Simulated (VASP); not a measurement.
A run of VASP 6.6.1 is set up as follows.

The input INCAR:

```
SYSTEM = Al
  PREC = Accurate
  ENCUT = 600
  EDIFF = 1E-7
  ISMEAR = -1
  SIGMA = 0.05
  LREAL = .FALSE.
  LASPH = .TRUE.
  NELM = 60
  ALGO = Normal
  ISIF = 3
  LWAVE = .FALSE.
  LCHARG = .FALSE.
  GGA = PE
  IBRION = 2
  NSW = 32
  EDIFFG = -0.005
  PSTRESS = 26.0
```

The input KPOINTS:

```
regular mesh
0
G
  12 12 12
  0 0 0
```

POSCAR

```
Al
1.0
    0.0000000000      2.9637605987      2.9637605987
    2.9637605987      0.0000000000      2.9637605987
    2.9637605987      2.9637605987      0.0000000000
Al
2
Direct
   -0.1250000000     -0.1250000000     -0.1250000000
    0.1250000000      0.1250000000      0.1250000000
```

Potentials or basis: VASP PAW PBE potentials, release 64 (Al).

Launch:

```console
$ cat potpaw_PBE.64/Al/POTCAR > POTCAR
$ mpirun -np 1 vasp_std > vasp.out
```

(1) Estimate the band gap on the k mesh.

## Answers

(1) zero (band 3 reaches 5.38 eV, above the bottom of band 4 at 1.68 eV).

Caveat: the relaxation stopped at its first step, so nothing moved; the cell is relaxed towards a set pressure, so the enthalpy falls and the energy may rise.
